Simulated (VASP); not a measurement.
# Sn (Im-3m) in VASP: notebook

Runs on Sn. Level: LDA. Tasks: single point.

All numbers are computed with VASP 6.6.1; they aren't measurements. Logs are shortened: lines on timing, memory, paths and dates and some standing lists are left out, and cuts for length are marked.

## 1. The cell of the first run

It takes space group Im-3m (No. 229, cubic). Conventional cell: a = 3.511 Å, b = 3.511 Å, c = 3.511 Å, α = 90.00°, β = 90.00°, γ = 90.00°. Within 4.0 Å of Sn (site symmetry m-3m) lie 14 Sn at 3.04 to 3.51 Å.

## 2. Single point, LDA (volume scaled by 0.85)

Input file INCAR:

```
SYSTEM = Sn
PREC     = Accurate       ! precision mode
ENCUT    = 520            ! plane-wave cutoff, eV
EDIFF    = 1E-6           ! SCF threshold, eV
ISMEAR   = -1             ! smearing method
SIGMA    = 0.08           ! smearing width, eV
LREAL    = .FALSE.        ! projectors in reciprocal space
LASPH    = .TRUE.         ! aspherical terms in the spheres
NELM     = 80             ! most SCF steps
ALGO     = Normal         ! electronic algorithm
ISIF     = 2              ! what is computed and relaxed
LWAVE    = .FALSE.        ! write WAVECAR
LCHARG   = .FALSE.        ! write CHGCAR
GGA      = CA             ! functional
NBANDS   = 13             ! bands
```

Input file KPOINTS:

```
Automatic mesh
0
G
  14 14 14
  0 0 0
```

Input file POSCAR:

```
Sn
1.0
   -1.7556129274      1.7556129274      1.7556129274
    1.7556129274     -1.7556129274      1.7556129274
    1.7556129274      1.7556129274     -1.7556129274
Sn
1
Direct
    0.0000000000      0.0000000000      0.0000000000
```

Potentials or basis: VASP PAW LDA potentials, release 64 (Sn_d).

The run is started by

```
cat potpaw_LDA.64/Sn_d/POTCAR > POTCAR
mpirun -np 1 vasp_std > vasp.out
```

OUTCAR:

```text
SYSTEM = Sn
   PREC = Accurate
   ENCUT = 520
   EDIFF = 1E-6
   ISMEAR = -1
   LREAL = .FALSE.
   LASPH = .TRUE.
   NELM = 80
   ISIF = 2
   GGA = CA

 ion  position               nearest neighbor table
   1  0.000  0.000  0.000-

  LATTYP: Found a body centered cubic cell.
 ALAT       =     3.5112258548

  Lattice vectors:

 A1 = (  -1.7556129274,   1.7556129274,   1.7556129274)
 A2 = (   1.7556129274,  -1.7556129274,   1.7556129274)
 A3 = (   1.7556129274,   1.7556129274,  -1.7556129274)

Analysis of symmetry for initial positions (statically):
=====================================================================
 Subroutine PRICEL returns:
 Original cell was already a primitive cell.

 Routine SETGRP: Setting up the symmetry group for a
 body centered cubic supercell.

 Subroutine GETGRP returns: Found 48 space group operations
 (whereof 48 operations were pure point group operations)
 out of a pool of 48 trial point group operations.

The static configuration has the point symmetry O_h .

Analysis of symmetry for dynamics (positions and initial velocities):
=====================================================================
 Subroutine PRICEL returns:
 Original cell was already a primitive cell.

 Routine SETGRP: Setting up the symmetry group for a
 body centered cubic supercell.

 Subroutine GETGRP returns: Found 48 space group operations
 (whereof 48 operations were pure point group operations)
 out of a pool of 48 trial point group operations.

The dynamic configuration has the point symmetry O_h .

 Subroutine INISYM returns: Found 48 space group operations
 (whereof 48 operations are pure point group operations),
 and found     1 'primitive' translations

----------------------------------------------------------------------------------------

                                     Primitive cell

  volume of cell :      21.6444

  direct lattice vectors                    reciprocal lattice vectors
    -1.755612927  1.755612927  1.755612927     0.000000000  0.284800819  0.284800819
     1.755612927 -1.755612927  1.755612927     0.284800819  0.000000000  0.284800819
     1.755612927  1.755612927 -1.755612927     0.284800819  0.284800819  0.000000000

  length of vectors
     3.040810789  3.040810789  3.040810789     0.402769181  0.402769181  0.402769181

  position of ions in fractional coordinates (direct lattice)
     0.000000000  0.000000000  0.000000000

  ion indices of the primitive-cell ions
   primitive index   ion index
                 1           1

----------------------------------------------------------------------------------------

 KPOINTS: Automatic mesh

Automatic generation of k-mesh.
 Grid dimensions read from file:
 generate k-points for:   14   14   14

 Generating k-lattice:

  Cartesian coordinates                     Fractional coordinates (reciprocal lattice)
     0.000000000  0.020342916  0.020342916     0.071428571  0.000000000  0.000000000
     0.020342916  0.000000000  0.020342916     0.000000000  0.071428571  0.000000000
     0.020342916  0.020342916  0.000000000     0.000000000  0.000000000  0.071428571

  Length of vectors
     0.028769227  0.028769227  0.028769227

  Shift w.r.t. Gamma in fractional coordinates (k-lattice)
     0.000000000  0.000000000  0.000000000

 Subroutine IBZKPT returns following result:
 ===========================================

 Found    104 irreducible k-points:

 Following reciprocal coordinates:
            Coordinates               Weight
  0.000000  0.000000  0.000000      1.000000
  0.071429  0.000000  0.000000     12.000000
  0.142857  0.000000  0.000000     12.000000
  0.214286  0.000000  0.000000     12.000000
  0.285714  0.000000  0.000000     12.000000
  0.357143  0.000000  0.000000     12.000000
[... 16 lines left out ...]
  0.285714  0.285714  0.000000     24.000000
  0.357143  0.285714 -0.000000     24.000000
 [... further k-points ...]
   k-points           NKPTS =    104   k-points in BZ     NKDIM =    104   number of bands    NBANDS=     13
   number of dos      NEDOS =    301   number of ions     NIONS =      1
   total plane-waves  NPLWV =  13824
   dimension x,y,z NGX =    24 NGY =   24 NGZ =   24
   dimension x,y,z NGXF=    48 NGYF=   48 NGZF=   48
   ions per type =               1
   NGX,Y,Z   is equivalent  to a cutoff of  13.12, 13.12, 13.12 a.u.
   NGXF,Y,Z  is equivalent  to a cutoff of  26.24, 26.24, 26.24 a.u.
 SYSTEM =  Sn
   PREC   = accura    normal or accurate (medium, high low for compatibility)
   ISTART =      0    job   : 0-new  1-cont  2-samecut
   ICHARG =      2    charge: 1-file 2-atom 10-const
   ISPIN  =      1    spin polarized calculation?
   LNONCOLLINEAR =      F non collinear calculations
   LSORBIT =      F    spin-orbit coupling
   LASPH  =      T    aspherical Exc in radial PAW
   ENCUT  =  520.0 eV  38.22 Ry    6.18 a.u.   5.65  5.65  5.65*2*pi/ulx,y,z
   NELM   =     80;   NELMIN=  2; NELMDL= -5     # of ELM steps
   EDIFF  = 0.1E-05   stopping-criterion for ELM
   LREAL  =      F    real-space projection
   EDIFFG = 0.1E-04   stopping-criterion for IOM
   NSW    =      0    number of steps for IOM
   IBRION =     -1    ionic relax: 0-MD 1-quasi-New 2-CG
   NFREE  =      0    steps in history (QN), initial steepest desc. (CG)
   ISIF   =      2    stress and relaxation
   ISYM   =      2    0-nonsym 1-usesym 2-fastsym
   POTIM  = 0.5000    time-step for ionic-motion
   TEBEG  =    0.0;   TEEND  =   0.0 temperature during run
   PSTRESS=    0.0 pullay stress
   NELECT =      14.0000    total number of electrons
   NUPDOWN=      -1.0000    fix difference up-down
   EMIN   =  10.00;   EMAX   =-10.00  energy-range for DOS
   EFERMI =   0.00;   METHOD = LEGACY
   ISMEAR =    -1;   SIGMA  =   0.08  broadening in eV -4-tet -1-fermi 0-gaus
   EFERMI_NEDOS =   21; number of points for ismear=-14 and -15
   IALGO  =     38    algorithm
   IMIX   =      4    mixing-type and parameters
     AMIX     =   0.40;   BMIX     =  1.00
     AMIX_MAG =   1.60;   BMIX_MAG =  1.00
  volume/ion in A,a.u.               =      21.64       146.06
  Fermi-wavevector in a.u.,A,eV,Ry     =   1.415801  2.675475 27.272758  2.004491
  Thomas-Fermi vector in A             =   2.537201
   LORBIT       =      0    0 simple, 1 ext, 2 COOP (PROOUT), +10 PAW based schemes
   GGA     = CA    functional components
   LHFCALC =     F    Hartree Fock is set to
   AEXX    =    0.0000 exact exchange contribution
   IVDW    =     0    specifies the selected vdW correction
   LEPSILON=     F    determine dielectric tensor
   LRPA    =     F    only Hartree local field effects (RPA)
 non-spin polarized calculation
  energy-cutoff  :      520.00
  volume of cell :       21.64
 maximum number of plane-waves:       603
   NGX = 11   NGY = 11   NGZ = 11

 number of electron      14.0000003 magnetization

 Free energy of the ion-electron system (eV)
  ---------------------------------------------------
  ext. energy  EPLUGINS =         0.00000000
  ---------------------------------------------------
  free energy    TOTEN  =        -4.30317820 eV

  energy without entropy =       -4.29404039  energy(sigma->0) =       -4.29860930

 E-fermi :  10.9089     XC(G=0): -11.7212

 val. band max:       10.9084102550   @ k =  -0.4286   0.4286   0.3571
 cond. band min:      10.9166470858   @ k =  -0.3571   0.3571   0.2857
 fundamental gap:      0.0082368309
 Fermi energy:        10.9088761876

 k-point     1 :       0.0000    0.0000    0.0000
  band No.  band energies     occupation
      1     -10.7801      2.00000
      2     -10.7801      2.00000
      3     -10.7801      2.00000
      4     -10.5062      2.00000
      5     -10.5062      2.00000
      6      -2.0570      2.00000
      7      21.0882      0.00000
      8      21.0882      0.00000
      9      21.0882      0.00000
     10      23.4997      0.00000
     11      23.4997      0.00000
     12      23.4997      0.00000
     13      25.5868      0.00000

 k-point     2 :       0.0714    0.0000    0.0000
  band No.  band energies     occupation
      1     -10.7851      2.00000
      2     -10.7742      2.00000
      3     -10.7590      2.00000
      4     -10.5116      2.00000
      5     -10.5065      2.00000
      6      -1.9229      2.00000
      7      19.7817      0.00000
      8      20.4417      0.00000
      9      20.7989      0.00000
     10      22.6815      0.00000
     11      22.9841      0.00000
     12      23.3618      0.00000
     13      26.1361      0.00000

 k-point     3 :       0.1429    0.0000    0.0000
  band No.  band energies     occupation
      1     -10.7990      2.00000
      2     -10.7600      2.00000
      3     -10.6997      2.00000
      4     -10.5255      2.00000
      5     -10.5076      2.00000
      6      -1.5188      2.00000
      7      17.1129      0.00000
      8      19.1795      0.00000
      9      20.0110      0.00000
     10      21.9598      0.00000
     11      22.1647      0.00000
     12      23.5111      0.00000
     13      26.5647      0.00000
[... 305 lines left out ...]
 k-point    23 :       0.2857    0.2857    0.0000
  band No.  band energies     occupation
      1     -10.8237      2.00000
      2     -10.6652      2.00000
      3     -10.5707      2.00000
      4     -10.5181      2.00000
      5     -10.4386      2.00000
      6       4.3488      2.00000
      7       7.9052      2.00000
      8       9.1686      2.00000
      9      15.7406      0.00000
     10      23.5145      0.00000
     11      23.7066      0.00000
     12      26.5837      0.00000
     13      29.9320      0.00000

 k-point    24 :       0.3571    0.2857   -0.0000
  band No.  band energies     occupation
      1     -10.8224      2.00000
      2     -10.6429      2.00000
      3     -10.5874      2.00000
      4     -10.4998      2.00000
      5     -10.4552      2.00000
      6       5.3821      2.00000
      7       7.0386      2.00000
      8       8.6213      2.00000
      9      15.6322      0.00000
     10      23.5168      0.00000
     11      24.9267      0.00000
     12      25.0931      0.00000
     13      29.9314      0.00000

 [... further k-points ...]
[... 5 lines left out ...]
  --------------------------------------------------------------------------------------
  -------------------------------------------------------------------------------------
  Total        1.9490052      1.9490052      1.9490052      0.0000000      0.0000000     -0.0000000
  in kB      144.2704156    144.2704156    144.2704156      0.0000000      0.0000000     -0.0000000
  external PRESSURE =     144.2704156 kB  Pullay stress =       0.0000000 kB

 VOLUME and BASIS-vectors are now :
 -----------------------------------------------------------------------------
  energy-cutoff  :      520.00
  volume of cell :       21.64
      direct lattice vectors                 reciprocal lattice vectors
    -1.755612927  1.755612927  1.755612927     0.000000000  0.284800819  0.284800819
     1.755612927 -1.755612927  1.755612927     0.284800819  0.000000000  0.284800819
     1.755612927  1.755612927 -1.755612927     0.284800819  0.284800819  0.000000000

 POSITION                                       TOTAL-FORCE (eV/Angst)
 -----------------------------------------------------------------------------------
      0.00000      0.00000      0.00000         0.000000      0.000000     -0.000000
 -----------------------------------------------------------------------------------
    total drift:                                0.000000      0.000000     -0.000000

  FREE ENERGIE OF THE ION-ELECTRON SYSTEM (eV)
  ---------------------------------------------------
  free  energy   TOTEN  =        -4.3031782029 eV

  energy  without entropy=       -4.2940403944  energy(sigma->0) =       -4.29860930
```

It took 18 s on 1 thread of Intel Xeon Platinum 8259CL at 2.50GHz (Skylake/Cascade Lake), shared host; peak memory 0.14 GiB.

What came out:

```
Free energy            : -4.3032 eV
Pressure               : 14.4 GPa
Band gap on the k mesh : zero (band 7 reaches 21.09 eV, above the bottom of band 8 at 7.72 eV)
```

Levels at points of the mesh, in eV from the Fermi level:
```csv
k point,band 4,band 5,band 6,band 7,band 8,band 9,band 10,band 11
"(0.00, 0.00, 0.00)",-21.42,-21.42,-12.97,10.18,10.18,10.18,12.59,12.59
"(0.50, 0.00, 0.00)",-21.42,-21.25,-6.75,-5.68,4.36,6.15,9.24,9.51
"(0.50, 0.50, 0.50)",-21.29,-21.29,-1.11,-0.79,-0.79,-0.79,3.93,3.93
```

Caveat: the cell differs from its parent crystal (volume scaled by 0.85); spin-orbit coupling is left out, which moves the levels of the heavy elements.

## 3. Single point, LDA (volume scaled by 0.95)

Input file INCAR:

```
PREC = Accurate
ENCUT = 520
EDIFF = 1E-7
ISMEAR = -1
SIGMA = 0.08
LREAL = F
LASPH = T
NELM = 60
ALGO = Normal
ISIF = 2
LWAVE = F
LCHARG = F
GGA = CA
NBANDS = 13
```

Input file KPOINTS:

```
regular mesh
0
Gamma
  14 14 14
```

Input file POSCAR:

```
Sn
1.0
   -1.8219243069      1.8219243069      1.8219243069
    1.8219243069     -1.8219243069      1.8219243069
    1.8219243069      1.8219243069     -1.8219243069
Sn
1
Direct
    0.0000000000      0.0000000000      0.0000000000
```

Potentials or basis: VASP PAW LDA potentials, release 64 (Sn_d).

The run is started by

```
cat potpaw_LDA.64/Sn_d/POTCAR > POTCAR
mpirun -np 1 vasp_std > vasp.out
```

It took 28 s on 1 thread of Intel Xeon Platinum 8259CL at 2.50GHz (Skylake/Cascade Lake), shared host; peak memory 0.15 GiB.

It converged, with:

| Quantity | Value |
| --- | --- |
| Free energy | -4.4381 eV |
| Pressure | 3.5 GPa |
| Band gap on the k mesh | zero (band 7 reaches 18.28 eV, above the bottom of band 8 at 6.53 eV) |

Levels at points of the mesh, in eV from the Fermi level:
```csv
k point,band 5,band 6,band 7,band 8,band 9,band 10
"(0.00, 0.00, 0.00)",-21.34,-11.99,8.97,8.97,8.97,12.44
"(0.50, 0.00, 0.00)",-21.22,-6.60,-5.01,3.95,5.82,8.74
"(0.50, 0.50, 0.50)",-21.25,-1.89,-0.63,-0.63,-0.63,3.94
```

Caveat: the cell differs from its parent crystal (volume scaled by 0.95); spin-orbit coupling is left out, which moves the levels of the heavy elements.

## 4. Single point, LDA

This run uses another cell than the first one, of 25.46 Å³/atom, 1.176 times its volume.

Input file INCAR:

```
ALGO = Normal
EDIFF = 1E-6
ENCUT = 520
ISIF = 2
ISMEAR = -1
LASPH = T
LCHARG = F
LREAL = F
LWAVE = F
NBANDS = 13
NELM = 60
PREC = Accurate
SIGMA = 0.08
```

Input file KPOINTS:

```
k-points
0
Gamma
  14 14 14
```

Input file POSCAR:

```
Sn
1.0
   -1.8533429692      1.8533429692      1.8533429692
    1.8533429692     -1.8533429692      1.8533429692
    1.8533429692      1.8533429692     -1.8533429692
Sn
1
Direct
    0.0000000000      0.0000000000      0.0000000000
```

The run is started by

```
cat potpaw_LDA.64/Sn_d/POTCAR > POTCAR
mpirun -np 1 vasp_std > vasp.out
```

Wall time 20 s (1 thread of Intel Xeon Platinum 8259CL at 2.50GHz (Skylake/Cascade Lake), shared host); peak memory 0.15 GiB.

Results (log left out):

```yaml
Free_energy: -4.4518 eV
Pressure: 0.0 GPa
Band_gap_on_the_k_mesh: zero (band 7 reaches 17.08 eV, above the bottom of band 8 at 6.03 eV)
```

Levels at points of the mesh, in eV from the Fermi level:
```csv
k point,band 3,band 4,band 5,band 6,band 7,band 8,band 9,band 10,band 11,band 12
"(0.00, 0.00, 0.00)",-21.49,-21.31,-21.31,-11.58,8.46,8.46,8.46,12.36,12.36,12.36
"(0.50, 0.00, 0.00)",-21.32,-21.32,-21.21,-6.53,-4.72,3.78,5.65,8.43,8.60,15.57
"(0.50, 0.50, 0.50)",-21.24,-21.24,-21.24,-2.21,-0.55,-0.55,-0.55,3.96,3.96,18.57
```

Caveat: spin-orbit coupling is left out, which moves the levels of the heavy elements.

## 5. Overview

| cell | gap on the mesh (eV) | pressure (GPa) |
| --- | --- | --- |
| a = 3.041 Å, angles 109.5°, 1 atom | none | 14.4 |
| a = 3.156 Å, angles 109.5°, 1 atom | none | 3.5 |
| a = 3.210 Å, angles 109.5°, 1 atom | none | 0.0 |

Alike in all rows: task single point; level LDA; potentials or basis VASP PAW LDA potentials, release 64 (Sn_d); no spin polarisation; k mesh 14 × 14 × 14; cutoff (eV) 520; smearing fermi-dirac 0.08 eV.

Caveats: spin-orbit coupling is left out, which moves the levels of the heavy elements.

Absolute energies hang on the potentials; compare differences alone.
